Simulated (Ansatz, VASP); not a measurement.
Two plane-wave programs on MgCd2SO2

Contents of INCAR:

```
SYSTEM = MgCd2SO2
PREC = Accurate ; ENCUT = 600
EDIFF = 1E-7 ; ISMEAR = 0
SIGMA = 0.1 ; LREAL = .False.
LASPH = .True. ; NELM = 80
ALGO = Normal ; ISIF = 3
LWAVE = .False. ; LCHARG = .False.
GGA = PE ; IBRION = 2
NSW = 90 ; EDIFFG = -0.04
```

Contents of KPOINTS:

```
regular mesh
0
Gamma
  4 4 4
  0 0 0
```

The input POSCAR:

```
MgCd2SO2
1.0
   -2.8338795100      2.8338795100      3.6877217800
    2.8338795100     -2.8338795100      3.6877217800
    2.8338795100      2.8338795100     -3.6877217800
Mg Cd S O
1 2 1 2
Direct
    0.5000000000      0.5000000000      0.0000000000
    0.7500000000      0.2500000000      0.5000000000
    0.2500000000      0.7500000000      0.5000000000
    0.0000000000      0.0000000000      0.0000000000
    0.1960969000      0.1960969000      0.0000000000
    0.8039031000      0.8039031000      0.0000000000
```

Input for Ansatz:

```yaml
crystal:
  lattice:
    - [-2.83387951, 2.83387951, 3.68772178]
    - [2.83387951, -2.83387951, 3.68772178]
    - [2.83387951, 2.83387951, -3.68772178]
  atoms:
    - { symbol: Mg, position: [0.5, 0.5, 0.0] }
    - { symbol: Cd, position: [0.75, 0.25, 0.5] }
    - { symbol: Cd, position: [0.25, 0.75, 0.5] }
    - { symbol: S, position: [0.0, 0.0, 0.0] }
    - { symbol: O, position: [0.1960969, 0.1960969, 0.0] }
    - { symbol: O, position: [0.8039031, 0.8039031, 0.0] }
basis:
  ecutwfc: 420
kpoints:
  mp_grid: { grid: [4, 4, 4] }
hamiltonian:
  xc: pbe
scf:
  occupations: { method: gaussian, width: 0.1 }
  lower_state_search: "off"
output:
  forces: true
  stress: true
  eigenvalues: true
relax:
  adjacent_minimum: "off"
  f_tol: 0.04
  max_steps: 70
  cell: { stress_tol: 0.4 }
```

Alike in both runs: task relaxation of cell and atoms; functional PBE; k mesh 4 × 4 × 4; occupations gaussian, width 0.1 eV; no spin polarisation.

```csv
,VASP,Ansatz
version,VASP 6.6.1,Ansatz 0.2.0
potentials or method,"VASP PAW PBE potentials, release 64 (Mg, Cd, S, O), cutoff 600 eV","scalar-relativistic, plane waves, PAW"
valence electrons in the cell,44,68
```

Ansatz gave:

```
gap on the k mesh at the Fermi level, each at its own relaxed structure (eV) : 0.24
relaxed volume (Å³/atom)                                                     : 16.51
relaxed cell length with the largest relative difference (Å)                 : 6.238
```

Task: What did VASP give for the same quantities?

Result: gap on the k mesh at the Fermi level, each at its own relaxed structure (eV): 0.19; relaxed volume (Å³/atom): 16.28; relaxed cell length with the largest relative difference (Å): 6.060.

VASP's potentials hold 44 valence electrons a cell and Ansatz's 68, so a difference there can come from the potentials and not from the codes.

Noted on VASP's run: the volume moved by over 15 % at a fixed basis, so the end points are rough.
